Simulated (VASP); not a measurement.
Write the native input for VASP 6.6.1 that does the following.

| Property | Result |
| --- | --- |
| Task | single point |
| Functional | PBE0 |
| Potentials or basis | VASP PAW PBE potentials, release 64 (Zn, Se) |
| Cutoff | 520 eV |
| k mesh | 6 × 6 × 6 |
| Occupations | gaussian, width 0.01 eV |
| Spin | no spin polarisation |
| Dipole correction | no |
| Grid for exact exchange (PRECFOCK) | Normal |
| Further INCAR settings | ALGO = Normal; EDIFF = 1e-06; NBANDS = 16 |
| Share of exact exchange | 0.25 |

The system is ZnSe.

```
CELL_PARAMETERS angstrom
0.00000 2.83242 2.83242
2.83242 0.00000 2.83242
2.83242 2.83242 0.00000
ATOMIC_POSITIONS crystal
Zn 0.00000 0.00000 0.00000
Se 0.25000 0.25000 0.25000
```

These files were run (other wordings do the same):

POSCAR

```
ZnSe
1.0
    0.0000000000      2.8324206784      2.8324206784
    2.8324206784      0.0000000000      2.8324206784
    2.8324206784      2.8324206784      0.0000000000
Zn Se
1 1
Direct
    0.0000000000      0.0000000000      0.0000000000
    0.2500000000      0.2500000000      0.2500000000
```

INCAR.step1

```
SYSTEM = ZnSe
PREC = Accurate
ENCUT = 520
EDIFF = 1E-5
ISMEAR = 0
SIGMA = 0.01
LREAL = .FALSE.
LASPH = .TRUE.
NELM = 80
ALGO = Normal
ISIF = 2
LWAVE = .TRUE.
LCHARG = .FALSE.
NBANDS = 16
GGA = PE
```

INCAR.step2

```
SYSTEM = ZnSe
PREC = Accurate
ENCUT = 520
EDIFF = 1E-6
ISMEAR = 0
SIGMA = 0.01
LREAL = .FALSE.
LASPH = .TRUE.
NELM = 80
ALGO = Normal
ISIF = 2
LWAVE = .FALSE.
LCHARG = .FALSE.
GGA = PE
LHFCALC = .TRUE.
AEXX = 0.25
PRECFOCK = Normal
NBANDS = 16
ISTART = 1
```

KPOINTS

```
regular mesh
0
G
  6 6 6
  0 0 0
```

Potentials or basis: VASP PAW PBE potentials, release 64 (Zn, Se).

The run is started by

```console
$ cat potpaw_PBE.64/Zn/POTCAR potpaw_PBE.64/Se/POTCAR > POTCAR
$ cp INCAR.step1 INCAR
$ mpirun -np 1 vasp_std > vasp.out
$ cp INCAR.step2 INCAR
$ mpirun -np 1 vasp_std > vasp.out
```

Results of the run:

```json
{"Pressure": "1.0 GPa", "Band gap on the k mesh": "3.06 eV"}
```

Caveat: the PAW data sets were made with another functional, which shifts forces and pressure a little.

Wall time 67 min on 1 thread of Intel Xeon 8259CL, with other jobs on the host, peak memory 0.21 GiB.
